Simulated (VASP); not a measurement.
# Fe2Ge (P6_3/mmc) in VASP: a series of runs

The runs below take Fe2Ge through single point, with LDA.

All numbers are computed with VASP 6.6.1; they aren't measurements. Logs are shortened: lines on timing, memory, paths and dates and some standing lists are left out, and cuts for length are marked.

## Step 1: The cell of the first run

The structure is hexagonal, space group P6_3/mmc (No. 194). The conventional cell has a = 4.008 Å, b = 4.008 Å, c = 4.835 Å, α = 90.00°, β = 90.00°, γ = 120.00°. Within 3.2 Å of Fe (site symmetry -3m) lie 8 Fe at 2.42 to 2.61 Å and 6 Ge at 2.61 Å. Within 3.1 Å of Fe (site symmetry -6m2) lie 5 Ge at 2.31 to 2.42 Å and 6 Fe at 2.61 Å. Ge (site symmetry -6m2) has 11 Fe at 2.31 to 2.61 Å within 3.1 Å.

## Step 2: Single point, LDA, collinear spin, ferromagnetic start

INCAR

```
SYSTEM = Fe2Ge
PREC = Accurate ; ENCUT = 520
EDIFF = 1E-6 ; ISMEAR = 0
SIGMA = 0.05 ; LREAL = .FALSE.
LASPH = .TRUE. ; NELM = 150
ALGO = Normal ; ISIF = 2
LWAVE = .FALSE. ; LCHARG = .TRUE.
ISPIN = 2 ; MAGMOM = 2.5 2.5 2.5 2.5 0 0
LORBIT = 11 ; LMAXMIX = 4
LELF = .TRUE. ; LVHAR = .TRUE.
NBANDS = 43
```

KPOINTS

```
regular mesh
0
G
  12 12 8
  0 0 0
```

POSCAR

```
Fe2Ge
1.0
    4.0081230245      0.0000000000      0.0000000000
   -2.0040615123      3.4711363607      0.0000000000
    0.0000000000      0.0000000000      4.8350038050
Fe Ge
4 2
Direct
    0.0000000000      0.0000000000      0.0000000000
    0.0000000000      0.0000000000      0.5000000000
    0.6666666667      0.3333333333      0.7500000000
    0.3333333333      0.6666666667      0.2500000000
    0.6666666667      0.3333333333      0.2500000000
    0.3333333333      0.6666666667      0.7500000000
```

Potentials or basis: VASP PAW LDA potentials, release 64 (Fe, Ge_d).

Command:

```
$ cat potpaw_LDA.64/Fe/POTCAR potpaw_LDA.64/Ge_d/POTCAR > POTCAR
$ mpirun -np 1 vasp_std > vasp.out
```

OUTCAR:

```text
SYSTEM = Fe2Ge
   PREC = Accurate
   ENCUT = 520
   EDIFF = 1E-6
   ISMEAR = 0
   LREAL = .FALSE.
   LASPH = .TRUE.
   NELM = 150
   ISIF = 2
   ISPIN = 2
   LORBIT = 11

 ion  position               nearest neighbor table
   1  0.000  0.000  0.000-   2 2.42   2 2.42   4 2.61   5 2.61   6 2.61   3 2.61   3 2.61   5 2.61
                             4 2.61   6 2.61   3 2.61   5 2.61   4 2.61   6 2.61
   2  0.000  0.000  0.500-   1 2.42   1 2.42   4 2.61   5 2.61   6 2.61   3 2.61   3 2.61   5 2.61
                             4 2.61   6 2.61   3 2.61   5 2.61   4 2.61   6 2.61
   3  0.667  0.333  0.750-   6 2.31   6 2.31   6 2.31   5 2.42   5 2.42   1 2.61   2 2.61   1 2.61
                             2 2.61   1 2.61   2 2.61
   4  0.333  0.667  0.250-   5 2.31   5 2.31   5 2.31   6 2.42   6 2.42   1 2.61   2 2.61   2 2.61
                             1 2.61   2 2.61   1 2.61
   5  0.667  0.333  0.250-   4 2.31   4 2.31   4 2.31   3 2.42   3 2.42   1 2.61   2 2.61   1 2.61
                             2 2.61   1 2.61   2 2.61
   6  0.333  0.667  0.750-   3 2.31   3 2.31   3 2.31   4 2.42   4 2.42   1 2.61   2 2.61   2 2.61
                             1 2.61   2 2.61   1 2.61

  LATTYP: Found a hexagonal cell.
 ALAT       =     4.0081230245
 C/A-ratio  =     1.2063012476

  Lattice vectors:

 A1 = (   4.0081230245,   0.0000000000,   0.0000000000)
 A2 = (  -2.0040615123,   3.4711363607,   0.0000000000)
 A3 = (   0.0000000000,   0.0000000000,   4.8350038050)

Analysis of symmetry for initial positions (statically):
=====================================================================
 Subroutine PRICEL returns:
 Original cell was already a primitive cell.

 Routine SETGRP: Setting up the symmetry group for a
 hexagonal supercell.

 Subroutine GETGRP returns: Found 24 space group operations
 (whereof 12 operations were pure point group operations)
 out of a pool of 24 trial point group operations.

The static configuration has the point symmetry D_3d.
 The point group associated with its full space group is D_6h.

Analysis of symmetry for dynamics (positions and initial velocities):
=====================================================================
 Subroutine PRICEL returns:
 Original cell was already a primitive cell.

 Routine SETGRP: Setting up the symmetry group for a
 hexagonal supercell.

 Subroutine GETGRP returns: Found 24 space group operations
 (whereof 12 operations were pure point group operations)
 out of a pool of 24 trial point group operations.

The dynamic configuration has the point symmetry D_3d.
 The point group associated with its full space group is D_6h.

Analysis of structural, dynamic, and magnetic symmetry:
=====================================================================
 Subroutine PRICEL returns:
 Original cell was already a primitive cell.

 Routine SETGRP: Setting up the symmetry group for a
 hexagonal supercell.

 Subroutine GETGRP returns: Found 24 space group operations
 (whereof 12 operations were pure point group operations)
 out of a pool of 24 trial point group operations.

The overall configuration has the point symmetry D_3d.
 The point group associated with its full space group is D_6h.

 Subroutine INISYM returns: Found 24 space group operations
 (whereof 12 operations are pure point group operations),
 and found     1 'primitive' translations

----------------------------------------------------------------------------------------

                                     Primitive cell

  volume of cell :      67.2682

  direct lattice vectors                    reciprocal lattice vectors
     4.008123024  0.000000000  0.000000000     0.249493340  0.144045047  0.000000000
    -2.004061512  3.471136361  0.000000000     0.000000000  0.288090094  0.000000000
     0.000000000  0.000000000  4.835003805     0.000000000  0.000000000  0.206825070

  length of vectors
     4.008123024  4.008123025  4.835003805     0.288090094  0.288090094  0.206825070

  position of ions in fractional coordinates (direct lattice)
     0.000000000  0.000000000  0.000000000
     0.000000000  0.000000000  0.500000000
     0.666666667  0.333333333  0.750000000
     0.333333333  0.666666667  0.250000000
     0.666666667  0.333333333  0.250000000
     0.333333333  0.666666667  0.750000000
[... 64 lines left out ...]
   number of dos      NEDOS =    301   number of ions     NIONS =      6
   total plane-waves  NPLWV =  32400
   dimension x,y,z NGX =    30 NGY =   30 NGZ =   36
   dimension x,y,z NGXF=    60 NGYF=   60 NGZF=   72
   ions per type =               4   2
   NGX,Y,Z   is equivalent  to a cutoff of  12.44, 12.44, 12.38 a.u.
   NGXF,Y,Z  is equivalent  to a cutoff of  24.89, 24.89, 24.76 a.u.
 SYSTEM =  Fe2Ge
   PREC   = accura    normal or accurate (medium, high low for compatibility)
   ISTART =      0    job   : 0-new  1-cont  2-samecut
   ICHARG =      2    charge: 1-file 2-atom 10-const
   ISPIN  =      2    spin polarized calculation?
   LNONCOLLINEAR =      F non collinear calculations
   LSORBIT =      F    spin-orbit coupling
   LASPH  =      T    aspherical Exc in radial PAW
   ENCUT  =  520.0 eV  38.22 Ry    6.18 a.u.   7.45  7.45  8.99*2*pi/ulx,y,z
   NELM   =    150;   NELMIN=  2; NELMDL= -5     # of ELM steps
   EDIFF  = 0.1E-05   stopping-criterion for ELM
   LREAL  =      F    real-space projection
   EDIFFG = 0.1E-04   stopping-criterion for IOM
   NSW    =      0    number of steps for IOM
   IBRION =     -1    ionic relax: 0-MD 1-quasi-New 2-CG
   NFREE  =      0    steps in history (QN), initial steepest desc. (CG)
   ISIF   =      2    stress and relaxation
   ISYM   =      2    0-nonsym 1-usesym 2-fastsym
   POTIM  = 0.5000    time-step for ionic-motion
   TEBEG  =    0.0;   TEEND  =   0.0 temperature during run
   PSTRESS=    0.0 pullay stress
   NELECT =      60.0000    total number of electrons
   NUPDOWN=      -1.0000    fix difference up-down
   EMIN   =  10.00;   EMAX   =-10.00  energy-range for DOS
   EFERMI =   0.00;   METHOD = LEGACY
   ISMEAR =     0;   SIGMA  =   0.05  broadening in eV -4-tet -1-fermi 0-gaus
   EFERMI_NEDOS =   21; number of points for ismear=-14 and -15
   IALGO  =     38    algorithm
   IMIX   =      4    mixing-type and parameters
     AMIX     =   0.40;   BMIX     =  1.00
     AMIX_MAG =   1.60;   BMIX_MAG =  1.00
  volume/ion in A,a.u.               =      11.21        75.66
  Fermi-wavevector in a.u.,A,eV,Ry     =   1.575876  2.977974 33.788511  2.483385
  Thomas-Fermi vector in A             =   2.676794
   LORBIT       =     11    0 simple, 1 ext, 2 COOP (PROOUT), +10 PAW based schemes
   GGA     = CA    functional components
   LHFCALC =     F    Hartree Fock is set to
   AEXX    =    0.0000 exact exchange contribution
   IVDW    =     0    specifies the selected vdW correction
   LEPSILON=     F    determine dielectric tensor
   LRPA    =     F    only Hartree local field effects (RPA)
 spin polarized calculation
 Gauss-broadening in eV      SIGMA  =   0.05
  energy-cutoff  :      520.00
  volume of cell :       67.27
 maximum number of plane-waves:      1847
 NGX is ok and might be reduce to    30
   NGX = 15   NGY = 15   NGZ = 17

 number of electron      60.0000000 magnetization      10.0000000

 number of electron      60.0000011 magnetization       6.0102599

 Free energy of the ion-electron system (eV)
  ---------------------------------------------------
  ext. energy  EPLUGINS =         0.00000000
  ---------------------------------------------------
  free energy    TOTEN  =       -48.10096345 eV

  energy without entropy =      -48.09344849  energy(sigma->0) =      -48.09720597

 E-fermi :   8.4651     XC(G=0): -13.8164

 val. band max:        8.4641292607   @ k =   0.4167  -0.0000   0.3750
 cond. band min:       8.4653200452   @ k =   0.3333   0.2500   0.3750
 fundamental gap:      0.0011907845
 Fermi energy:         8.4650690304

 spin component 1

 k-point     1 :       0.0000    0.0000    0.0000
  band No.  band energies     occupation
      1     -16.2770      1.00000
      2     -16.2697      1.00000
      3     -16.2435      1.00000
      4     -16.2435      1.00000
      5     -16.2194      1.00000
      6     -16.2194      1.00000
[... 1069 lines left out ...]
     41      16.5559      0.00000
     42      16.7869      0.00000

 [... further k-points ...]

 spin component 2

 k-point     1 :       0.0000    0.0000    0.0000
  band No.  band energies     occupation
      1     -16.2833      1.00000
      2     -16.2761      1.00000
      3     -16.2525      1.00000
      4     -16.2525      1.00000
      5     -16.2235      1.00000
      6     -16.2235      1.00000
[... 1069 lines left out ...]
     41      17.0850      0.00000
     42      17.2699      0.00000

 [... further k-points ...]

 [bands above 42 left out]

------------------------ aborting loop because EDIFF is reached ----------------------------------------

  FORCE on cell =-STRESS in cart. coord.  units (eV):
  Direction    XX          YY          ZZ          XY          YZ          ZX
  --------------------------------------------------------------------------------------
  -------------------------------------------------------------------------------------
  Total        0.1755014      0.1755014     -0.0507463     -0.0000000      0.0000000      0.0000000
  in kB        4.1800522      4.1800522     -1.2086630     -0.0000000      0.0000000      0.0000000
  external PRESSURE =       2.3838138 kB  Pullay stress =       0.0000000 kB

 VOLUME and BASIS-vectors are now :
 -----------------------------------------------------------------------------
  energy-cutoff  :      520.00
  volume of cell :       67.27
      direct lattice vectors                 reciprocal lattice vectors
     4.008123024  0.000000000  0.000000000     0.249493340  0.144045047  0.000000000
    -2.004061512  3.471136361  0.000000000     0.000000000  0.288090094  0.000000000
     0.000000000  0.000000000  4.835003805     0.000000000  0.000000000  0.206825070

 POSITION                                       TOTAL-FORCE (eV/Angst)
 -----------------------------------------------------------------------------------
      0.00000      0.00000      0.00000        -0.000000     -0.000000      0.000000
      0.00000      0.00000      2.41750        -0.000000     -0.000000      0.000000
      2.00406      1.15705      3.62625         0.000000     -0.000000      0.000000
     -0.00000      2.31409      1.20875         0.000000     -0.000000      0.000000
      2.00406      1.15705      1.20875        -0.000000     -0.000000      0.000000
     -0.00000      2.31409      3.62625         0.000000      0.000000      0.000000
 -----------------------------------------------------------------------------------
    total drift:                               -0.000000     -0.000000      0.000000

  FREE ENERGIE OF THE ION-ELECTRON SYSTEM (eV)
  ---------------------------------------------------
  free  energy   TOTEN  =       -48.1009634453 eV

  energy  without entropy=      -48.0934484908  energy(sigma->0) =      -48.09720597

 total charge

# of ion       s       p       d       tot
------------------------------------------
    1        0.426   0.547   6.369   7.341
    2        0.426   0.547   6.369   7.341
    3        0.447   0.558   6.621   7.626
    4        0.447   0.558   6.621   7.626
    5        1.106   1.402  10.151  12.660
    6        1.106   1.402  10.151  12.660
--------------------------------------------------
tot          3.959   5.013  46.281  55.253

 magnetization (x)

# of ion       s       p       d       tot
------------------------------------------
    1        0.000   0.009   2.016   2.026
    2        0.000   0.009   2.016   2.026
    3        0.003   0.000   0.987   0.990
    4        0.003   0.000   0.987   0.990
    5       -0.001  -0.055   0.009  -0.046
    6       -0.001  -0.055   0.009  -0.046
--------------------------------------------------
tot          0.006  -0.091   6.025   5.940
```

Run time: 14 min. Hardware: 1 thread of Oxide Virtual Turin-like, shared host; peak memory 0.41 GiB.

What came out:

```yaml
Free_energy: -48.1010 eV
Pressure: 0.2 GPa
Band_gap_on_the_k_mesh: zero (filled and empty bands overlap)
Net_moment: 6.01 μB per cell
Site_moments: Fe +2.03, +0.99 (each value once); Ge -0.05 μB
Valence_electrons_inside_the_program's_atomic_spheres: Fe 7.34, 7.63 (each value once); Ge 12.66
```

Stress tensor (GPa, compression positive):
```
 0.42  0.00  0.00
 0.00  0.42  0.00
 0.00  0.00 -0.12
```

Levels at points of the mesh, in eV from the Fermi level:
Spin up:
```tsv
k point	band 30	band 31	band 32	band 33	band 34	band 35	band 36	band 37
(0.00, 0.00, 0.00)	-0.26	-0.26	-0.07	0.58	2.73	3.14	3.27	3.27
(0.50, 0.00, 0.00)	-1.00	-0.96	-0.59	-0.21	-0.18	-0.07	1.64	2.32
(0.00, 0.00, 0.50)	-0.60	-0.60	-0.60	2.02	2.02	3.87	3.87	3.87
(0.50, 0.00, 0.50)	-1.33	-1.09	-1.09	-0.24	-0.24	1.58	1.58	3.30
```
Spin down:
| k point | band 23 | band 24 | band 25 | band 26 | band 27 | band 28 | band 29 | band 30 | band 31 | band 32 |
| --- | --- | --- | --- | --- | --- | --- | --- | --- | --- | --- |
| (0.00, 0.00, 0.00) | -0.45 | -0.45 | -0.32 | 0.41 | 0.41 | 0.57 | 0.57 | 0.57 | 1.22 | 1.22 |
| (0.50, 0.00, 0.00) | -1.16 | -1.00 | -0.91 | -0.89 | -0.36 | 0.09 | 0.30 | 0.34 | 0.46 | 0.55 |
| (0.00, 0.00, 0.50) | -0.56 | -0.56 | 0.29 | 0.29 | 0.29 | 0.29 | 0.55 | 0.55 | 0.55 | 0.55 |
| (0.50, 0.00, 0.50) | -1.14 | -1.14 | -0.65 | -0.65 | -0.09 | -0.09 | -0.03 | -0.03 | 0.45 | 0.45 |

## Step 3: Single point, LDA, collinear spin, ferromagnetic start

INCAR

```
PREC     = Accurate       # precision mode
ENCUT    = 520            # plane-wave cutoff, eV
EDIFF    = 1E-6           # SCF threshold, eV
ISMEAR   = 0              # smearing method
SIGMA    = 0.05           # smearing width, eV
LREAL    = F              # projectors in reciprocal space
LASPH    = T              # aspherical terms in the spheres
NELM     = 150            # most SCF steps
ALGO     = Fast           # electronic algorithm
ISIF     = 2              # what is computed and relaxed
LWAVE    = F              # write WAVECAR
LCHARG   = T              # write CHGCAR
ISPIN    = 2              # spin polarisation
MAGMOM   = 2.28 2.28 1.12 1.12 0 0 # initial moments
LORBIT   = 11             # projections on sites
LMAXMIX  = 4              # l up to which the mixer works
LELF     = T              # ELF
LVHAR    = T            
NBANDS   = 43             # bands
```

KPOINTS

```
Automatic mesh
0
Gamma
  12 12 8
```

POSCAR is that of step 2.

Potentials or basis: VASP PAW LDA potentials, release 64 (Fe, Ge_d).

Command:

```
$ cat potpaw_LDA.64/Fe/POTCAR potpaw_LDA.64/Ge_d/POTCAR > POTCAR
$ mpirun -np 1 vasp_std > vasp.out
```

It took 18 min on 1 thread of Oxide Virtual Turin-like, shared host; peak memory 0.42 GiB.

It converged, with:

| Item | Value |
| --- | --- |
| Free energy | -48.1010 eV |
| Pressure | 0.2 GPa |
| Band gap on the k mesh | zero (filled and empty bands overlap) |
| Net moment | 6.01 μB per cell |
| Site moments | Fe +2.03, +0.99 (each value once); Ge -0.05 μB |
| Valence electrons inside the program's atomic spheres | Fe 7.34, 7.63 (each value once); Ge 12.66 |

Stress tensor (GPa, compression positive):
```
 0.41  0.00  0.00
 0.00  0.41  0.00
 0.00  0.00 -0.13
```

Levels at points of the mesh, in eV from the Fermi level:
Spin up:
| k point | band 29 | band 30 | band 31 | band 32 | band 33 | band 34 | band 35 | band 36 | band 37 | band 38 |
| --- | --- | --- | --- | --- | --- | --- | --- | --- | --- | --- |
| (0.00, 0.00, 0.00) | -1.05 | -0.26 | -0.26 | -0.07 | 0.58 | 2.73 | 3.14 | 3.27 | 3.27 | 3.58 |
| (0.50, 0.00, 0.00) | -1.32 | -1.00 | -0.96 | -0.59 | -0.21 | -0.18 | -0.07 | 1.64 | 2.32 | 4.05 |
| (0.00, 0.00, 0.50) | -0.60 | -0.60 | -0.60 | -0.60 | 2.02 | 2.02 | 3.87 | 3.87 | 3.87 | 3.87 |
| (0.50, 0.00, 0.50) | -1.33 | -1.33 | -1.09 | -1.09 | -0.24 | -0.24 | 1.58 | 1.58 | 3.30 | 3.30 |
Spin down:
| k point | band 23 | band 24 | band 25 | band 26 | band 27 | band 28 | band 29 | band 30 | band 31 | band 32 |
| --- | --- | --- | --- | --- | --- | --- | --- | --- | --- | --- |
| (0.00, 0.00, 0.00) | -0.45 | -0.45 | -0.32 | 0.41 | 0.41 | 0.57 | 0.57 | 0.57 | 1.22 | 1.22 |
| (0.50, 0.00, 0.00) | -1.16 | -1.00 | -0.91 | -0.89 | -0.36 | 0.09 | 0.30 | 0.34 | 0.46 | 0.55 |
| (0.00, 0.00, 0.50) | -0.56 | -0.56 | 0.29 | 0.29 | 0.29 | 0.29 | 0.55 | 0.55 | 0.55 | 0.55 |
| (0.50, 0.00, 0.50) | -1.14 | -1.14 | -0.65 | -0.65 | -0.09 | -0.09 | -0.03 | -0.03 | 0.45 | 0.45 |

(Continued in part 2 of 2.)
